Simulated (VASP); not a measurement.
Set up this calculation in VASP 6.6.1, as the native input.

| Item | Value |
| --- | --- |
| Task | single point |
| Functional | PBE |
| Potentials or basis | VASP PAW PBE potentials, release 64 (C) |
| Cutoff | 520 eV |
| k mesh | 15 × 15 × 5 |
| Occupations | fermi-dirac, width 0.05 eV |
| Spin | no spin polarisation |
| Dipole correction | no |
| Further INCAR settings | ALGO = Normal; EDIFF = 1e-06; NBANDS = 16 |

The structure of C lies in POSCAR:

```
C
1.0
    2.4700000000      0.0000000000      0.0000000000
   -1.2350000000      2.1390827473      0.0000000000
    0.0000000000      0.0000000000      6.7900000000
C
4
Direct
    0.0000000000      0.0000000000      0.0024974403
    0.0000000000      0.0000000000      0.5024974403
    0.3333333333      0.6666666667      0.0025025597
    0.6666666667      0.3333333333      0.5025025597
```

These files were run (other wordings do the same):

INCAR

```
SYSTEM = C
  ALGO = Normal
  EDIFF = 1E-6
  ENCUT = 520
  GGA = PE
  ISIF = 2
  ISMEAR = -1
  LASPH = .True.
  LCHARG = .True.
  LELF = .True.
  LREAL = .False.
  LVHAR = .True.
  LWAVE = .False.
  NBANDS = 16
  NELM = 100
  PREC = Accurate
  SIGMA = 0.05
```

KPOINTS

```
k-points
0
Gamma
  15 15 5
  0 0 0
```

Potentials or basis: VASP PAW PBE potentials, release 64 (C).

Launch:

```bash
$ cat potpaw_PBE.64/C/POTCAR > POTCAR
$ mpirun -np 1 vasp_std > vasp.out
```

It gave:

```json
{"Pressure": "0.1 GPa", "Band gap on the k mesh": "zero (band 8 reaches 4.55 eV, above the bottom of band 9 at 4.52 eV)"}
```

Caveat: this functional lacks dispersion, which binds the layers, so the pressure and a relaxed spacing across them are unreliable.

Wall time 47 s on 1 thread of AMD EPYC 7R43 64-Core Processor (Zen 3), on a shared host, peak memory 0.12 GiB.
